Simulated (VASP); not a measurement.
# MgF2 (P4_2/mnm) in VASP: notebook

The runs below take MgF2 through single point, with PBE.

Everything below comes from runs of VASP 6.6.1. Logs are shortened: lines on timing, memory, paths and dates and some standing lists are left out, and cuts for length are marked.

**1. The cell of the first run**

The structure is tetragonal, space group P4_2/mnm (No. 136). The conventional cell has a = 4.698 Å, b = 4.698 Å, c = 3.093 Å, α = 90.00°, β = 90.00°, γ = 90.00°. Mg (site symmetry mmm) has 6 F at 2.02 Å within 2.7 Å. F (site symmetry m2m) has 3 Mg at 2.02 Å and 1 F at 2.61 Å within 2.7 Å.

**2. Single point, PBE**

INCAR

```
SYSTEM = MgF2
  ALGO = Normal
  EDIFF = 1E-6
  ENCUT = 600
  GGA = PE
  GGA_COMPAT = .False.
  ISIF = 2
  ISMEAR = 0
  LASPH = .True.
  LCHARG = .True.
  LELF = .True.
  LREAL = .False.
  LVHAR = .True.
  LWAVE = .False.
  NBANDS = 25
  NELM = 120
  PREC = Accurate
  SIGMA = 0.05
```

KPOINTS

```
k-points
0
Gamma
  6 6 10
  0 0 0
```

POSCAR

```
MgF2
1.0
    4.6979584702      0.0000000000      0.0000000000
    0.0000000000      4.6979584702      0.0000000000
    0.0000000000      0.0000000000      3.0925922753
Mg F
2 4
Direct
    0.0000000000      0.0000000000      0.0000000000
    0.5000000000      0.5000000000      0.5000000000
    0.3035651231      0.3035651231      0.0000000000
    0.1964348769      0.8035651231      0.5000000000
    0.6964348769      0.6964348769      0.0000000000
    0.8035651231      0.1964348769      0.5000000000
```

Potentials or basis: VASP PAW PBE potentials, release 64 (Mg, F).

Launch:

```
$ cat potpaw_PBE.64/Mg/POTCAR potpaw_PBE.64/F/POTCAR > POTCAR
$ mpirun -np 1 vasp_std > vasp.out
```

OUTCAR:

```text
SYSTEM = MgF2
   EDIFF = 1E-6
   ENCUT = 600
   GGA = PE
   ISIF = 2
   ISMEAR = 0
   LASPH = .True.
   LREAL = .False.
   NELM = 120
   PREC = Accurate

 ion  position               nearest neighbor table
   1  0.000  0.000  0.000-   3 2.02   5 2.02   4 2.02   6 2.02   4 2.02   6 2.02
   2  0.500  0.500  0.500-   4 2.02   6 2.02   5 2.02   3 2.02   3 2.02   5 2.02
   3  0.304  0.304  0.000-   1 2.02   2 2.02   2 2.02
   4  0.196  0.804  0.500-   2 2.02   1 2.02   1 2.02
   5  0.696  0.696  0.000-   1 2.02   2 2.02   2 2.02
   6  0.804  0.196  0.500-   2 2.02   1 2.02   1 2.02

  LATTYP: Found a simple tetragonal cell.
 ALAT       =     4.6979584702
 C/A-ratio  =     0.6582842941

  Lattice vectors:

 A1 = (   4.6979584702,   0.0000000000,   0.0000000000)
 A2 = (   0.0000000000,   4.6979584702,   0.0000000000)
 A3 = (   0.0000000000,   0.0000000000,   3.0925922753)

Analysis of symmetry for initial positions (statically):
=====================================================================
 Subroutine PRICEL returns:
 Original cell was already a primitive cell.

 Routine SETGRP: Setting up the symmetry group for a
 simple tetragonal supercell.

 Subroutine GETGRP returns: Found 16 space group operations
 (whereof  8 operations were pure point group operations)
 out of a pool of 16 trial point group operations.

The static configuration has the point symmetry D_2h.
 The point group associated with its full space group is D_4h.

Analysis of symmetry for dynamics (positions and initial velocities):
=====================================================================
 Subroutine PRICEL returns:
 Original cell was already a primitive cell.

 Routine SETGRP: Setting up the symmetry group for a
 simple tetragonal supercell.

 Subroutine GETGRP returns: Found 16 space group operations
 (whereof  8 operations were pure point group operations)
 out of a pool of 16 trial point group operations.

The dynamic configuration has the point symmetry D_2h.
 The point group associated with its full space group is D_4h.

 Subroutine INISYM returns: Found 16 space group operations
 (whereof  8 operations are pure point group operations),
 and found     1 'primitive' translations

----------------------------------------------------------------------------------------

                                     Primitive cell

  volume of cell :      68.2560

  direct lattice vectors                    reciprocal lattice vectors
     4.697958470  0.000000000  0.000000000     0.212858416  0.000000000  0.000000000
     0.000000000  4.697958470  0.000000000     0.000000000  0.212858416  0.000000000
     0.000000000  0.000000000  3.092592275     0.000000000  0.000000000  0.323353327

  length of vectors
     4.697958470  4.697958470  3.092592275     0.212858416  0.212858416  0.323353327

  position of ions in fractional coordinates (direct lattice)
     0.000000000  0.000000000  0.000000000
     0.500000000  0.500000000  0.500000000
     0.303565123  0.303565123  0.000000000
     0.196434877  0.803565123  0.500000000
     0.696434877  0.696434877  0.000000000
     0.803565123  0.196434877  0.500000000

  ion indices of the primitive-cell ions
   primitive index   ion index
                 1           1
                 2           2
                 3           3
                 4           4
                 5           5
                 6           6

----------------------------------------------------------------------------------------

 KPOINTS: k-points

Automatic generation of k-mesh.
 Grid dimensions read from file:
 generate k-points for:    6    6   10

 Generating k-lattice:

  Cartesian coordinates                     Fractional coordinates (reciprocal lattice)
     0.035476403  0.000000000  0.000000000     0.166666667  0.000000000  0.000000000
     0.000000000  0.035476403  0.000000000     0.000000000  0.166666667  0.000000000
     0.000000000  0.000000000  0.032335333     0.000000000  0.000000000  0.100000000

  Length of vectors
     0.035476403  0.035476403  0.032335333

  Shift w.r.t. Gamma in fractional coordinates (k-lattice)
     0.000000000  0.000000000  0.000000000

 Subroutine IBZKPT returns following result:
 ===========================================

 Found     60 irreducible k-points:

 Following reciprocal coordinates:
            Coordinates               Weight
  0.000000  0.000000  0.000000      1.000000
  0.166667  0.000000  0.000000      4.000000
  0.333333  0.000000  0.000000      4.000000
  0.500000  0.000000  0.000000      2.000000
  0.166667  0.166667  0.000000      4.000000
  0.333333  0.166667  0.000000      8.000000
[... 16 lines left out ...]
  0.333333  0.000000  0.200000      8.000000
  0.500000  0.000000  0.200000      4.000000
 [... further k-points ...]
   k-points           NKPTS =     60   k-points in BZ     NKDIM =     60   number of bands    NBANDS=     25
   number of dos      NEDOS =    301   number of ions     NIONS =      6
   total plane-waves  NPLWV =  44800
   dimension x,y,z NGX =    40 NGY =   40 NGZ =   28
   dimension x,y,z NGXF=    80 NGYF=   80 NGZF=   56
   ions per type =               2   4
   NGX,Y,Z   is equivalent  to a cutoff of  14.15, 14.15, 15.05 a.u.
   NGXF,Y,Z  is equivalent  to a cutoff of  28.31, 28.31, 30.10 a.u.
 SYSTEM =  MgF2
   PREC   = accura    normal or accurate (medium, high low for compatibility)
   ISTART =      0    job   : 0-new  1-cont  2-samecut
   ICHARG =      2    charge: 1-file 2-atom 10-const
   ISPIN  =      1    spin polarized calculation?
   LNONCOLLINEAR =      F non collinear calculations
   LSORBIT =      F    spin-orbit coupling
   LASPH  =      T    aspherical Exc in radial PAW
   ENCUT  =  600.0 eV  44.10 Ry    6.64 a.u.   9.38  9.38  6.18*2*pi/ulx,y,z
   NELM   =    120;   NELMIN=  2; NELMDL= -5     # of ELM steps
   EDIFF  = 0.1E-05   stopping-criterion for ELM
   LREAL  =      F    real-space projection
   EDIFFG = 0.1E-04   stopping-criterion for IOM
   NSW    =      0    number of steps for IOM
   IBRION =     -1    ionic relax: 0-MD 1-quasi-New 2-CG
   NFREE  =      0    steps in history (QN), initial steepest desc. (CG)
   ISIF   =      2    stress and relaxation
   ISYM   =      2    0-nonsym 1-usesym 2-fastsym
   POTIM  = 0.5000    time-step for ionic-motion
   TEBEG  =    0.0;   TEEND  =   0.0 temperature during run
   PSTRESS=    0.0 pullay stress
   NELECT =      32.0000    total number of electrons
   NUPDOWN=      -1.0000    fix difference up-down
   EMIN   =  10.00;   EMAX   =-10.00  energy-range for DOS
   EFERMI =   0.00;   METHOD = LEGACY
   ISMEAR =     0;   SIGMA  =   0.05  broadening in eV -4-tet -1-fermi 0-gaus
   EFERMI_NEDOS =   21; number of points for ismear=-14 and -15
   IALGO  =     38    algorithm
   IMIX   =      4    mixing-type and parameters
     AMIX     =   0.40;   BMIX     =  1.00
     AMIX_MAG =   1.60;   BMIX_MAG =  1.00
  volume/ion in A,a.u.               =      11.38        76.77
  Fermi-wavevector in a.u.,A,eV,Ry     =   1.271778  2.403311 22.006310  1.617418
  Thomas-Fermi vector in A             =   2.404692
   LORBIT       =      0    0 simple, 1 ext, 2 COOP (PROOUT), +10 PAW based schemes
   GGA     = PE    functional components
   LHFCALC =     F    Hartree Fock is set to
   AEXX    =    0.0000 exact exchange contribution
   IVDW    =     0    specifies the selected vdW correction
   LEPSILON=     F    determine dielectric tensor
   LRPA    =     F    only Hartree local field effects (RPA)
 non-spin polarized calculation
 Gauss-broadening in eV      SIGMA  =   0.05
  energy-cutoff  :      600.00
  volume of cell :       68.26
 maximum number of plane-waves:      2308
 NGX is ok and might be reduce to    40
   NGX = 19   NGY = 19   NGZ = 13

 number of electron      31.9999995 magnetization

 Free energy of the ion-electron system (eV)
  ---------------------------------------------------
  ext. energy  EPLUGINS =         0.00000000
  ---------------------------------------------------
  free energy    TOTEN  =       -31.55292497 eV

  energy without entropy =      -31.55292497  energy(sigma->0) =      -31.55292497

 E-fermi :  -1.2720     XC(G=0):  -9.5167

 val. band max:       -1.4794833105   @ k =   0.0000   0.0000   0.0000
 cond. band min:       5.3167180188   @ k =   0.0000   0.0000   0.0000
 fundamental gap:      6.7962013293
 Fermi energy:        -1.2720124026

 k-point     1 :       0.0000    0.0000    0.0000
  band No.  band energies     occupation
      1     -22.0662      2.00000
      2     -21.3435      2.00000
      3     -21.3435      2.00000
      4     -21.2640      2.00000
      5      -5.3889      2.00000
      6      -3.7987      2.00000
[... 17 lines left out ...]
     24      16.4469      0.00000
     25      16.4469      0.00000

 k-point     2 :       0.1667    0.0000    0.0000
  band No.  band energies     occupation
      1     -22.0261      2.00000
      2     -21.4230      2.00000
      3     -21.3323      2.00000
      4     -21.2408      2.00000
      5      -5.2910      2.00000
      6      -3.8132      2.00000
[... 17 lines left out ...]
     24      16.2059      0.00000
     25      16.6025      0.00000

 k-point     3 :       0.3333    0.0000    0.0000
  band No.  band energies     occupation
      1     -21.9137      2.00000
      2     -21.5761      2.00000
      3     -21.3026      2.00000
      4     -21.2395      2.00000
      5      -5.0289      2.00000
      6      -4.2508      2.00000
[... 17 lines left out ...]
     24      15.9612      0.00000
     25      16.4664      0.00000

 k-point     4 :       0.5000    0.0000    0.0000
  band No.  band energies     occupation
      1     -21.7524      2.00000
      2     -21.7524      2.00000
      3     -21.2661      2.00000
      4     -21.2661      2.00000
      5      -4.6672      2.00000
      6      -4.6672      2.00000
[... 17 lines left out ...]
     24      15.6606      0.00000
     25      16.6042      0.00000
[... 477 lines left out ...]
 k-point    22 :       0.1667    0.0000    0.2000
  band No.  band energies     occupation
      1     -21.9106      2.00000
      2     -21.3954      2.00000
      3     -21.3110      2.00000
      4     -21.2587      2.00000
      5      -5.0738      2.00000
      6      -3.7747      2.00000
[... 17 lines left out ...]
     24      15.9927      0.00000
     25      16.0147      0.00000

 k-point    23 :       0.3333    0.0000    0.2000
  band No.  band energies     occupation
      1     -21.8133      2.00000
      2     -21.5250      2.00000
      3     -21.2913      2.00000
      4     -21.2521      2.00000
      5      -4.8412      2.00000
      6      -4.1553      2.00000
[... 17 lines left out ...]
     24      15.3321      0.00000
     25      15.3519      0.00000

 k-point    24 :       0.5000    0.0000    0.2000
  band No.  band energies     occupation
      1     -21.6747      2.00000
      2     -21.6747      2.00000
      3     -21.2676      2.00000
      4     -21.2676      2.00000
      5      -4.5169      2.00000
      6      -4.5169      2.00000
[... 17 lines left out ...]
     24      14.6841      0.00000
     25      16.0893      0.00000

 [... further k-points ...]
[... 5 lines left out ...]
  --------------------------------------------------------------------------------------
  -------------------------------------------------------------------------------------
  Total       -0.4054855     -0.4054855     -0.4459120      0.0000000      0.0000000      0.0000000
  in kB       -9.5179827     -9.5179827    -10.4669166      0.0000000      0.0000000      0.0000000
  external PRESSURE =      -9.8342940 kB  Pullay stress =       0.0000000 kB

 VOLUME and BASIS-vectors are now :
 -----------------------------------------------------------------------------
  energy-cutoff  :      600.00
  volume of cell :       68.26
      direct lattice vectors                 reciprocal lattice vectors
     4.697958470  0.000000000  0.000000000     0.212858416  0.000000000  0.000000000
     0.000000000  4.697958470  0.000000000     0.000000000  0.212858416  0.000000000
     0.000000000  0.000000000  3.092592275     0.000000000  0.000000000  0.323353327

 POSITION                                       TOTAL-FORCE (eV/Angst)
 -----------------------------------------------------------------------------------
      0.00000      0.00000      0.00000         0.000000      0.000000     -0.000000
      2.34898      2.34898      1.54630         0.000000      0.000000     -0.000000
      1.42614      1.42614      0.00000         0.001654      0.001654     -0.000000
      0.92284      3.77512      1.54630        -0.001654      0.001654     -0.000000
      3.27182      3.27182      0.00000        -0.001654     -0.001654      0.000000
      3.77512      0.92284      1.54630         0.001654     -0.001654      0.000000
 -----------------------------------------------------------------------------------
    total drift:                                0.000000     -0.000000      0.000000

  FREE ENERGIE OF THE ION-ELECTRON SYSTEM (eV)
  ---------------------------------------------------
  free  energy   TOTEN  =       -31.5529249656 eV

  energy  without entropy=      -31.5529249656  energy(sigma->0) =      -31.55292497
```

Wall time 53 s (1 thread of Intel Xeon Platinum 8559C (Emerald Rapids), shared host); peak memory 0.25 GiB.

Results:

* Free energy: -31.5529 eV
* Pressure: -1.0 GPa
* Band gap on the k mesh: 6.80 eV

Forces on the atoms (eV/Å):
```
Mg   0.000  0.000  0.000
Mg   0.000  0.000  0.000
F    0.002  0.002  0.000
F   -0.002  0.002  0.000
F   -0.002 -0.002  0.000
F    0.002 -0.002  0.000
```

Levels at points of the mesh, in eV from the valence-band top:
| k point | band 14 | band 15 | band 16 | band 17 | band 18 | band 19 |
| --- | --- | --- | --- | --- | --- | --- |
| (0.00, 0.00, 0.00) | -0.31 | -0.31 | 0.00 | 6.80 | 11.96 | 11.96 |
| (0.50, 0.00, 0.00) | -0.95 | -0.36 | -0.36 | 9.15 | 9.15 | 13.18 |
| (0.50, 0.50, 0.00) | -0.91 | -0.72 | -0.72 | 10.74 | 10.74 | 10.99 |
| (0.00, 0.00, 0.50) | -1.06 | -0.80 | -0.80 | 11.47 | 11.47 | 14.66 |
| (0.50, 0.00, 0.50) | -0.70 | -0.62 | -0.62 | 12.41 | 12.41 | 13.01 |
| (0.50, 0.50, 0.50) | -0.57 | -0.47 | -0.47 | 12.81 | 12.81 | 13.08 |

A k mesh can miss the band edges. As with any semilocal functional, this PBE gap is likely too small.

**3. Single point, PBE (11.60 Å³/atom)**

This run uses another cell than the first one, of 11.60 Å³/atom.

INCAR

```
SYSTEM = MgF2
ALGO = Normal
EDIFF = 1E-6
ENCUT = 600
GGA = PE
GGA_COMPAT = .False.
ISIF = 2
ISMEAR = 0
LASPH = .True.
LCHARG = .True.
LELF = .True.
LREAL = .False.
LVHAR = .True.
LWAVE = .False.
NBANDS = 25
NELM = 120
PREC = Accurate
SIGMA = 0.05
```

KPOINTS is that of step 2.

POSCAR

```
MgF2
1.0
    4.7320515835      0.0000000000      0.0000000000
    0.0000000000      4.7320515835      0.0000000000
    0.0000000000      0.0000000000      3.1091540796
Mg F
2 4
Direct
    0.0000000000      0.0000000000      0.0000000000
    0.5000000000      0.5000000000      0.5000000000
    0.3040390943      0.3040390943      0.0000000000
    0.1959609057      0.8040390943      0.5000000000
    0.6959609057      0.6959609057      0.0000000000
    0.8040390943      0.1959609057      0.5000000000
```

Potentials or basis: VASP PAW PBE potentials, release 64 (Mg, F).

Launch:

```
$ cat potpaw_PBE.64/Mg/POTCAR potpaw_PBE.64/F/POTCAR > POTCAR
$ mpirun -np 1 vasp_std > vasp.out
```

It took 57 s on 1 thread of Intel Xeon Platinum 8559C (Emerald Rapids), shared host; peak memory 0.26 GiB.

The run converged. Its results:

```yaml
Free_energy: -31.5419 eV
Pressure: -2.7 GPa
Band_gap_on_the_k_mesh: 6.67 eV
```

Forces in eV/Å, atoms in the order of the input:
```
Mg   0.000  0.000  0.000
Mg   0.000  0.000  0.000
F    0.002  0.002  0.000
F   -0.002  0.002  0.000
F   -0.002 -0.002  0.000
F    0.002 -0.002  0.000
```

Stress tensor (GPa, compression positive):
```
-2.63  0.00  0.00
 0.00 -2.63  0.00
 0.00  0.00 -2.78
```

Levels at points of the mesh, in eV from the valence-band top:
```
           k point  band 13  band 14  band 15  band 16  band 17  band 18  band 19  band 20
(0.00, 0.00, 0.00)    -0.72    -0.31    -0.31     0.00     6.67    11.83    11.83    13.28
(0.50, 0.00, 0.00)    -0.93    -0.93    -0.35    -0.35     9.00     9.00    13.04    13.04
(0.50, 0.50, 0.00)    -0.88    -0.88    -0.70    -0.70    10.54    10.54    10.86    10.86
(0.00, 0.00, 0.50)    -1.02    -1.02    -0.78    -0.78    11.32    11.32    14.53    14.53
(0.50, 0.00, 0.50)    -0.69    -0.69    -0.60    -0.60    12.27    12.27    12.81    12.81
(0.50, 0.50, 0.50)    -0.55    -0.55    -0.46    -0.46    12.61    12.61    12.96    12.96
```

A k mesh can miss the band edges. PBE gaps usually lie below the measured ones, often by a third to a half.
